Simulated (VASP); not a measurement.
Crystal: B2Pt.

```xyz
6
Lattice="2.9502 0.0000 0.0000 -1.4751 2.5549 0.0000 0.0000 0.0000 10.7623" Properties=species:S:1:pos:R:3 pbc="T T T"
B     0.0000    1.7033    0.0000
B     0.0000    0.0000    2.3212
B     0.0000    0.0000    7.7023
B     1.4751    0.8516    5.3812
Pt    1.4751    0.8516    1.1606
Pt    0.0000    1.7033    6.5418
```

```yaml
Program: VASP 6.6.1
Task: relaxation of cell and atoms
Functional: PBE
Dispersion: D3(BJ)
Potentials_or_basis: VASP PAW PBE potentials, release 64 (B, Pt_sv_GW)
Cutoff: 570 eV
k_mesh: 6 × 6 × 2
Occupations: gaussian, width 0.1 eV
Spin: no spin polarisation
```

At the start: pressure 24.3 GPa; volume 13.52 Å³/atom.

Question: How do energy, volume and symmetry change on relaxing?

Answer: Over 32 steps the energy falls by 1069.7 meV/atom and the volume is 11.18 Å³/atom (-17.3 %); space group P6_3mc (No. 186, to 0.1 Å) before and after.

The path:
```csv
step,energy change (eV),largest force (eV/Å),pressure (GPa),volume (Å³)
1,0.0000,2.2121,24.32,81.12
2,0.4188,1.7311,-18.46,107.40
3,-0.9627,0.3287,-3.47,91.26
4,-0.9642,0.2705,-2.88,90.93
5,-1.4077,0.3770,-3.78,89.87
6,-2.0455,0.4685,-5.60,87.89
7,-3.3820,0.7089,-9.98,82.15
8,-4.4444,1.9048,0.86,62.76
9,-4.3263,1.7083,-13.30,74.39
10,-4.6600,1.9471,-9.91,71.36
11,-4.9920,1.4967,11.15,62.25
12,-5.0393,1.8648,0.21,65.70
13,-5.0652,1.6634,3.78,64.34
14,-5.2275,1.4724,4.79,64.26
15,-5.3515,1.9231,8.73,64.03
16,-5.3652,1.4246,7.37,64.10
17,-5.5443,1.3718,4.78,65.06
18,-5.9163,1.3382,-2.23,68.02
19,-5.8102,1.2618,-15.93,74.17
20,-6.0194,1.2695,-7.12,70.44
21,-6.2730,0.7756,-4.62,69.24
22,-6.3318,0.3536,-0.73,68.46
23,-6.3329,0.2882,-0.02,68.34
24,-6.3540,0.2558,0.13,68.19
25,-6.4010,0.1566,0.33,67.75
26,-6.4040,0.1685,-1.16,66.83
27,-6.4173,0.0924,-0.58,67.27
28,-6.4174,0.0917,-0.37,67.29
29,-6.4133,0.1050,-0.15,67.52
30,-6.4173,0.0916,-0.49,67.32
31,-6.4179,0.0064,0.65,66.92
32,-6.4181,0.0358,0.22,67.07
```

Final structure:
```yaml
crystal:
  lattice:
    - [3.60538, 0.00000, 0.00000]
    - [-1.80269, 3.12235, 0.00000]
    - [0.00000, 0.00000, 5.95792]
  atoms:
    - { symbol: B, position: [0.33333, 0.66667, 0.02691] }
    - { symbol: B, position: [0.00000, 0.00000, 0.13364] }
    - { symbol: B, position: [0.00000, 0.00000, 0.63364] }
    - { symbol: B, position: [0.66667, 0.33333, 0.52691] }
    - { symbol: Pt, position: [0.66667, 0.33333, 0.16296] }
    - { symbol: Pt, position: [0.33333, 0.66667, 0.66296] }
```

Caveat: the k points lie up to 0.53 Å⁻¹ apart in the final cell, too coarse for converged energies and pressures of a metal; the volume moved by over 15 % at a fixed basis, so the end points are rough.
